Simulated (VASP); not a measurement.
# SnTe (R-3m) in VASP: settings compared

SnTe is run at these levels: PBE, r2SCAN; tasks: single point.

Program: VASP 6.6.1. These are calculated values, not measurements. Logs are shortened: lines on timing, memory, paths and dates and some standing lists are left out, and cuts for length are marked.

### Step 1. The cell of the first run

Symmetry: R-3m, No. 166, trigonal system. Conventional cell: a = 4.646 Å, b = 4.646 Å, c = 10.682 Å, α = 90.00°, β = 90.00°, γ = 120.00°. Within 4.2 Å of Sn (site symmetry -3m) lie 6 Te at 3.22 Å. Te (site symmetry -3m) has 6 Sn at 3.22 Å within 4.2 Å.

### Step 2. Single point, PBE (epitaxial 111 strain +3.0%)

Input file INCAR:

```
PREC = Accurate ; ENCUT = 520
EDIFF = 1E-6 ; ISMEAR = -1
SIGMA = 0.02 ; LREAL = F
LASPH = T ; NELM = 100
ALGO = Normal ; ISIF = 2
LWAVE = F ; LCHARG = F
GGA = PE ; NBANDS = 17
```

Input file KPOINTS:

```
regular mesh
0
Gamma
  8 8 8
```

Input file POSCAR:

```
SnTe
1.0
   -0.1343357819      3.1506744739      3.1506744739
    3.1506744739     -0.1343357819      3.1506744739
    3.1506744739      3.1506744739     -0.1343357819
Sn Te
1 1
Direct
    0.0000000000      0.0000000000      0.0000000000
    0.5000000000      0.5000000000      0.5000000000
```

Potentials or basis: VASP PAW PBE potentials, release 64 (Sn_d, Te).

Run with:

```console
$ cat potpaw_PBE.64/Sn_d/POTCAR potpaw_PBE.64/Te/POTCAR > POTCAR
$ mpirun -np 1 vasp_std > vasp.out
```

OUTCAR:

```text
PREC = Accurate
   ENCUT = 520
   EDIFF = 1E-6
   ISMEAR = -1
   LREAL = F
   LASPH = T
   NELM = 100
   ISIF = 2
   GGA = PE

 ion  position               nearest neighbor table
   1  0.000  0.000  0.000-   2 3.22   2 3.22   2 3.22   2 3.22   2 3.22   2 3.22
   2  0.500  0.500  0.500-   1 3.22   1 3.22   1 3.22   1 3.22   1 3.22   1 3.22

  LATTYP: Found a trigonal (rhomboedric) cell.
 ALAT       =     4.4577511576
 COS(alpha) =     0.4569475009

  Lattice vectors:

 A1 = (  -0.1343357819,   3.1506744739,   3.1506744739)
 A2 = (   3.1506744739,  -0.1343357819,   3.1506744739)
 A3 = (   3.1506744739,   3.1506744739,  -0.1343357819)

Analysis of symmetry for initial positions (statically):
=====================================================================
 Subroutine PRICEL returns:
 Original cell was already a primitive cell.

 Routine SETGRP: Setting up the symmetry group for a
 trigonal (rhombohedral) supercell.

 Subroutine GETGRP returns: Found 12 space group operations
 (whereof 12 operations were pure point group operations)
 out of a pool of 12 trial point group operations.

The static configuration has the point symmetry D_3d.

Analysis of symmetry for dynamics (positions and initial velocities):
=====================================================================
 Subroutine PRICEL returns:
 Original cell was already a primitive cell.

 Routine SETGRP: Setting up the symmetry group for a
 trigonal (rhombohedral) supercell.

 Subroutine GETGRP returns: Found 12 space group operations
 (whereof 12 operations were pure point group operations)
 out of a pool of 12 trial point group operations.

The dynamic configuration has the point symmetry D_3d.

 Subroutine INISYM returns: Found 12 space group operations
 (whereof 12 operations are pure point group operations),
 and found     1 'primitive' translations

----------------------------------------------------------------------------------------

                                     Primitive cell

  volume of cell :      66.5500

  direct lattice vectors                    reciprocal lattice vectors
    -0.134335782  3.150674474  3.150674474    -0.148891018  0.155522035  0.155522035
     3.150674474 -0.134335782  3.150674474     0.155522035 -0.148891018  0.155522035
     3.150674474  3.150674474 -0.134335782     0.155522035  0.155522035 -0.148891018

  length of vectors
     4.457751158  4.457751158  4.457751158     0.265598836  0.265598836  0.265598836

  position of ions in fractional coordinates (direct lattice)
     0.000000000  0.000000000  0.000000000
     0.500000000  0.500000000  0.500000000

  ion indices of the primitive-cell ions
   primitive index   ion index
                 1           1
                 2           2

----------------------------------------------------------------------------------------

 KPOINTS: regular mesh

Automatic generation of k-mesh.
 Grid dimensions read from file:
 generate k-points for:    8    8    8

 Generating k-lattice:

  Cartesian coordinates                     Fractional coordinates (reciprocal lattice)
    -0.018611377  0.019440254  0.019440254     0.125000000  0.000000000  0.000000000
     0.019440254 -0.018611377  0.019440254     0.000000000  0.125000000  0.000000000
     0.019440254  0.019440254 -0.018611377     0.000000000  0.000000000  0.125000000

  Length of vectors
     0.033199855  0.033199855  0.033199855

  Shift w.r.t. Gamma in fractional coordinates (k-lattice)
     0.000000000  0.000000000  0.000000000

 Subroutine IBZKPT returns following result:
 ===========================================

 Found     65 irreducible k-points:

 Following reciprocal coordinates:
            Coordinates               Weight
  0.000000  0.000000  0.000000      1.000000
  0.125000  0.000000  0.000000      6.000000
  0.250000  0.000000  0.000000      6.000000
  0.375000  0.000000  0.000000      6.000000
  0.500000  0.000000  0.000000      3.000000
  0.125000  0.125000  0.000000      6.000000
[... 16 lines left out ...]
  0.250000  0.125000  0.125000      6.000000
  0.375000  0.125000  0.125000      6.000000
 [... further k-points ...]
   k-points           NKPTS =     65   k-points in BZ     NKDIM =     65   number of bands    NBANDS=     17
   number of dos      NEDOS =    301   number of ions     NIONS =      2
   total plane-waves  NPLWV =  46656
   dimension x,y,z NGX =    36 NGY =   36 NGZ =   36
   dimension x,y,z NGXF=    72 NGYF=   72 NGZF=   72
   ions per type =               1   1
   NGX,Y,Z   is equivalent  to a cutoff of  13.43, 13.43, 13.43 a.u.
   NGXF,Y,Z  is equivalent  to a cutoff of  26.85, 26.85, 26.85 a.u.
 SYSTEM =  unknown system
   PREC   = accura    normal or accurate (medium, high low for compatibility)
   ISTART =      0    job   : 0-new  1-cont  2-samecut
   ICHARG =      2    charge: 1-file 2-atom 10-const
   ISPIN  =      1    spin polarized calculation?
   LNONCOLLINEAR =      F non collinear calculations
   LSORBIT =      F    spin-orbit coupling
   LASPH  =      T    aspherical Exc in radial PAW
   ENCUT  =  520.0 eV  38.22 Ry    6.18 a.u.   8.29  8.29  8.29*2*pi/ulx,y,z
   NELM   =    100;   NELMIN=  2; NELMDL= -5     # of ELM steps
   EDIFF  = 0.1E-05   stopping-criterion for ELM
   LREAL  =      F    real-space projection
   EDIFFG = 0.1E-04   stopping-criterion for IOM
   NSW    =      0    number of steps for IOM
   IBRION =     -1    ionic relax: 0-MD 1-quasi-New 2-CG
   NFREE  =      0    steps in history (QN), initial steepest desc. (CG)
   ISIF   =      2    stress and relaxation
   ISYM   =      2    0-nonsym 1-usesym 2-fastsym
   POTIM  = 0.5000    time-step for ionic-motion
   TEBEG  =    0.0;   TEEND  =   0.0 temperature during run
   PSTRESS=    0.0 pullay stress
   NELECT =      20.0000    total number of electrons
   NUPDOWN=      -1.0000    fix difference up-down
   EMIN   =  10.00;   EMAX   =-10.00  energy-range for DOS
   EFERMI =   0.00;   METHOD = LEGACY
   ISMEAR =    -1;   SIGMA  =   0.02  broadening in eV -4-tet -1-fermi 0-gaus
   EFERMI_NEDOS =   21; number of points for ismear=-14 and -15
   IALGO  =     38    algorithm
   IMIX   =      4    mixing-type and parameters
     AMIX     =   0.40;   BMIX     =  1.00
     AMIX_MAG =   1.60;   BMIX_MAG =  1.00
  volume/ion in A,a.u.               =      33.28       224.55
  Fermi-wavevector in a.u.,A,eV,Ry     =   1.096568  2.072212 16.360466  1.202460
  Thomas-Fermi vector in A             =   2.232912
   LORBIT       =      0    0 simple, 1 ext, 2 COOP (PROOUT), +10 PAW based schemes
   GGA     = PE    functional components
   LHFCALC =     F    Hartree Fock is set to
   AEXX    =    0.0000 exact exchange contribution
   IVDW    =     0    specifies the selected vdW correction
   LEPSILON=     F    determine dielectric tensor
   LRPA    =     F    only Hartree local field effects (RPA)
 non-spin polarized calculation
  energy-cutoff  :      520.00
  volume of cell :       66.55
 maximum number of plane-waves:      1813
 NGX is ok and might be reduce to    36
   NGX = 17   NGY = 17   NGZ = 17

 number of electron      19.9999998 magnetization

 Free energy of the ion-electron system (eV)
  ---------------------------------------------------
  ext. energy  EPLUGINS =         0.00000000
  ---------------------------------------------------
  free energy    TOTEN  =        -7.54734369 eV

  energy without entropy =       -7.54705401  energy(sigma->0) =       -7.54719885

 E-fermi :   6.2607     XC(G=0):  -9.2226

 val. band max:        5.9552734688   @ k =   0.5000   0.5000   0.5000
 cond. band min:       6.2664173024   @ k =   0.5000   0.0000   0.0000
 fundamental gap:      0.3111438336
 Fermi energy:         6.2606751174

 k-point     1 :       0.0000    0.0000    0.0000
  band No.  band energies     occupation
      1     -15.6925      2.00000
      2     -15.6925      2.00000
      3     -15.6899      2.00000
      4     -15.6862      2.00000
      5     -15.6862      2.00000
      6      -6.1495      2.00000
[... 9 lines left out ...]
     16      11.6392      0.00000
     17      13.0488      0.00000

 k-point     2 :       0.1250    0.0000    0.0000
  band No.  band energies     occupation
      1     -15.6931      2.00000
      2     -15.6923      2.00000
      3     -15.6894      2.00000
      4     -15.6862      2.00000
      5     -15.6856      2.00000
      6      -6.0332      2.00000
[... 9 lines left out ...]
     16      11.8454      0.00000
     17      13.8503      0.00000

 k-point     3 :       0.2500    0.0000    0.0000
  band No.  band energies     occupation
      1     -15.6946      2.00000
      2     -15.6927      2.00000
      3     -15.6878      2.00000
      4     -15.6858      2.00000
      5     -15.6841      2.00000
      6      -5.7087      2.00000
[... 9 lines left out ...]
     16      12.7144      0.00000
     17      15.5852      0.00000

 k-point     4 :       0.3750    0.0000    0.0000
  band No.  band energies     occupation
      1     -15.6962      2.00000
      2     -15.6936      2.00000
      3     -15.6868      2.00000
      4     -15.6844      2.00000
      5     -15.6825      2.00000
      6      -5.2826      2.00000
[... 9 lines left out ...]
     16      14.1068      0.00000
     17      15.8470      0.00000
[... 343 lines left out ...]
      1     -15.6920      2.00000
      2     -15.6920      2.00000
      3     -15.6898      2.00000
      4     -15.6862      2.00000
      5     -15.6862      2.00000
      6      -6.0202      2.00000
[... 9 lines left out ...]
     16      11.2057      0.00000
     17      14.0525      0.00000

 k-point    23 :       0.2500    0.1250    0.1250
  band No.  band energies     occupation
      1     -15.6935      2.00000
      2     -15.6915      2.00000
      3     -15.6890      2.00000
      4     -15.6856      2.00000
      5     -15.6854      2.00000
      6      -5.8268      2.00000
[... 9 lines left out ...]
     16      12.7109      0.00000
     17      13.6715      0.00000

 k-point    24 :       0.3750    0.1250    0.1250
  band No.  band energies     occupation
      1     -15.6952      2.00000
      2     -15.6925      2.00000
      3     -15.6879      2.00000
      4     -15.6841      2.00000
      5     -15.6841      2.00000
      6      -5.4594      2.00000
[... 9 lines left out ...]
     16      14.4885      0.00000
     17      14.6786      0.00000

 [... further k-points ...]
[... 5 lines left out ...]
  --------------------------------------------------------------------------------------
  -------------------------------------------------------------------------------------
  Total       -0.2230735     -0.2230735     -0.2230735      0.2480538      0.2480538      0.2480538
  in kB       -5.3704437     -5.3704437     -5.3704437      5.9718393      5.9718393      5.9718393
  external PRESSURE =      -5.3704437 kB  Pullay stress =       0.0000000 kB

 VOLUME and BASIS-vectors are now :
 -----------------------------------------------------------------------------
  energy-cutoff  :      520.00
  volume of cell :       66.55
      direct lattice vectors                 reciprocal lattice vectors
    -0.134335782  3.150674474  3.150674474    -0.148891018  0.155522035  0.155522035
     3.150674474 -0.134335782  3.150674474     0.155522035 -0.148891018  0.155522035
     3.150674474  3.150674474 -0.134335782     0.155522035  0.155522035 -0.148891018

 POSITION                                       TOTAL-FORCE (eV/Angst)
 -----------------------------------------------------------------------------------
      0.00000      0.00000      0.00000         0.000000      0.000000      0.000000
      3.08351      3.08351      3.08351        -0.000000     -0.000000     -0.000000
 -----------------------------------------------------------------------------------
    total drift:                               -0.000000      0.000000      0.000000

  FREE ENERGIE OF THE ION-ELECTRON SYSTEM (eV)
  ---------------------------------------------------
  free  energy   TOTEN  =        -7.5473436931 eV

  energy  without entropy=       -7.5470540079  energy(sigma->0) =       -7.54719885
```

Wall time 24 s (1 thread of Intel Xeon 6975P-C (Granite Rapids), shared host); peak memory 0.24 GiB.

Results:

| Property | Result |
| --- | --- |
| Free energy | -7.5473 eV |
| Pressure | -0.5 GPa |
| Band gap on the k mesh | zero (bands 10 and 11 overlap by 0.31 eV) |

Stress tensor (GPa, compression positive):
```
-0.54  0.60  0.60
 0.60 -0.54  0.60
 0.60  0.60 -0.54
```

Levels at points of the mesh, in eV from the Fermi level:
| k point | band 8 | band 9 | band 10 | band 11 | band 12 | band 13 |
| --- | --- | --- | --- | --- | --- | --- |
| (0.00, 0.00, 0.00) | -2.20 | -2.20 | -1.68 | 3.04 | 3.24 | 3.24 |
| (0.50, 0.00, 0.00) | -1.73 | -1.55 | 0.01 | 0.02 | 0.39 | 0.70 |
| (0.50, 0.50, 0.00) | -5.20 | -3.70 | -3.28 | 2.38 | 4.43 | 4.62 |
| (0.50, 0.50, 0.50) | -1.90 | -1.90 | -0.42 | -0.31 | 0.14 | 0.14 |

Caveat: the cell differs from its parent crystal (epitaxial 111 strain +3.0%); semilocal functionals underestimate gaps, and a narrow one can read as zero; spin-orbit coupling is left out, which moves the levels of the heavy elements.

### Step 3. Single point, PBE (epitaxial 111 strain +4.0%)

Input file INCAR:

```
SYSTEM = SnTe
  PREC = Accurate
  ENCUT = 520
  EDIFF = 1E-7
  ISMEAR = -1
  SIGMA = 0.02
  LREAL = .False.
  LASPH = .True.
  NELM = 60
  ALGO = Normal
  ISIF = 2
  LWAVE = .False.
  LCHARG = .False.
  GGA = PE
  NBANDS = 17
```

Input file KPOINTS:

```
regular mesh
0
Gamma
  8 8 8
  0 0 0
```

Input file POSCAR:

```
SnTe
1.0
   -0.1896166334      3.1272869259      3.1272869259
    3.1272869259     -0.1896166334      3.1272869259
    3.1272869259      3.1272869259     -0.1896166334
Sn Te
1 1
Direct
    0.0000000000      0.0000000000      0.0000000000
    0.5000000000      0.5000000000      0.5000000000
```

Potentials or basis: VASP PAW PBE potentials, release 64 (Sn_d, Te).

Run with:

```console
$ cat potpaw_PBE.64/Sn_d/POTCAR potpaw_PBE.64/Te/POTCAR > POTCAR
$ mpirun -np 1 vasp_std > vasp.out
```

It took 28 s on 1 thread of Intel Xeon 6975P-C (Granite Rapids), shared host; peak memory 0.24 GiB.

Results (log left out):

| Item | Value |
| --- | --- |
| Free energy | -7.5312 eV |
| Pressure | -0.7 GPa |
| Band gap on the k mesh | zero (bands 10 and 11 overlap by 0.41 eV) |

Stress tensor (GPa, compression positive):
```
-0.66  0.82  0.82
 0.82 -0.66  0.82
 0.82  0.82 -0.66
```

Levels at points of the mesh, in eV from the Fermi level:
```
           k point  band 6  band 7  band 8  band 9  band 10  band 11  band 12  band 13  band 14  band 15
(0.00, 0.00, 0.00)  -12.38   -5.03   -2.24   -2.24    -1.53     3.01     3.29     3.29     4.49     4.49
(0.50, 0.00, 0.00)  -11.29   -8.13   -1.71   -1.48    -0.01     0.07     0.40     0.87     7.31     7.80
(0.50, 0.50, 0.00)  -11.00   -6.48   -5.16   -3.75    -3.16     2.42     4.34     4.61     5.77     8.63
(0.50, 0.50, 0.50)  -11.12   -7.80   -1.96   -1.96    -0.55    -0.41     0.05     0.05     7.90     8.85
```

Caveat: the cell differs from its parent crystal (epitaxial 111 strain +4.0%); semilocal functionals underestimate gaps, and a narrow one can read as zero; spin-orbit coupling is left out, which moves the levels of the heavy elements.

### Step 4. Single point, r2SCAN (epitaxial 111 strain -4.0%)

Input file POSCAR:

```
SnTe
1.0
    0.1714566443      3.2332137759      3.2332137759
    3.2332137759      0.1714566443      3.2332137759
    3.2332137759      3.2332137759      0.1714566443
Sn Te
1 1
Direct
    0.0000000000      0.0000000000      0.0000000000
    0.5000000000      0.5000000000      0.5000000000
```

Input file INCAR.step1:

```
SYSTEM = SnTe
PREC = Accurate
ENCUT = 520
ISMEAR = -1
SIGMA = 0.02
LREAL = .False.
LASPH = .True.
NELM = 80
NBANDS = 17
GGA = PE
ALGO = Normal
EDIFF = 1E-4
LWAVE = .True.
LCHARG = .False.
```

Input file INCAR.step2:

```
SYSTEM = SnTe
PREC = Accurate
ENCUT = 520
EDIFF = 1E-6
ISMEAR = -1
SIGMA = 0.02
LREAL = .False.
LASPH = .True.
NELM = 80
ALGO = Normal
ISIF = 2
LWAVE = .False.
LCHARG = .False.
METAGGA = R2SCAN
LMIXTAU = .True.
NBANDS = 17
ISTART = 1
```

Input file KPOINTS:

```
Automatic mesh
0
Gamma
  8 8 8
  0 0 0
```

Run with:

```console
$ cat potpaw_PBE.64/Sn_d/POTCAR potpaw_PBE.64/Te/POTCAR > POTCAR
$ cp INCAR.step1 INCAR
$ mpirun -np 1 vasp_std > vasp.out
$ cp INCAR.step2 INCAR
$ mpirun -np 1 vasp_std > vasp.out
```

It took 85 s on 1 thread of Intel Xeon 6975P-C (Granite Rapids), shared host; peak memory 0.25 GiB.

The run converged. Its results:

- Free energy: -50.6436 eV
- Pressure: 1.8 GPa
- Band gap on the k mesh: zero (bands 10 and 11 overlap by 0.66 eV)

Stress tensor (GPa, compression positive):
```
 1.75 -0.97 -0.97
-0.97  1.75 -0.97
-0.97 -0.97  1.75
```

Levels at points of the mesh, in eV from the Fermi level:
```
           k point  band 8  band 9  band 10  band 11  band 12  band 13
(0.00, 0.00, 0.00)   -2.98   -2.15    -2.15     3.44     3.44     3.74
(0.50, 0.00, 0.00)   -2.32   -2.00    -0.29    -0.01     0.35     0.39
(0.50, 0.50, 0.00)   -5.95   -4.35    -3.78     2.40     5.02     5.21
(0.50, 0.50, 0.50)   -1.76   -1.76     0.65     0.67     0.72     0.72
```

Caveat: the cell differs from its parent crystal (epitaxial 111 strain -4.0%); semilocal functionals underestimate gaps, and a narrow one can read as zero; the PAW data sets were made with another functional, which shifts forces and pressure a little; spin-orbit coupling is left out, which moves the levels of the heavy elements.

### Step 5. The runs side by side

| level | cell | gap on the mesh (eV) | pressure (GPa) |
| --- | --- | --- | --- |
| PBE | a = 4.458 Å, angles 62.8°, 2 atoms | none | -0.5 |
| PBE | a = 4.427 Å, angles 64.0°, 2 atoms | none | -0.7 |
| r2SCAN | a = 4.576 Å, angles 56.5°, 2 atoms | none | 1.8 |

Alike in all rows: task single point; potentials or basis VASP PAW PBE potentials, release 64 (Sn_d, Te); no spin polarisation; k mesh 8 × 8 × 8; cutoff (eV) 520; smearing fermi-dirac 0.02 eV.

Caveats: semilocal functionals underestimate gaps, and a narrow one can read as zero; spin-orbit coupling is left out, which moves the levels of the heavy elements; the PAW data sets were made with another functional, which shifts forces and pressure a little (at least some runs).

Absolute energies hang on the potentials; compare differences alone.

The gap in the log of VASP goes by the Fermi energy; the results here count the filled bands.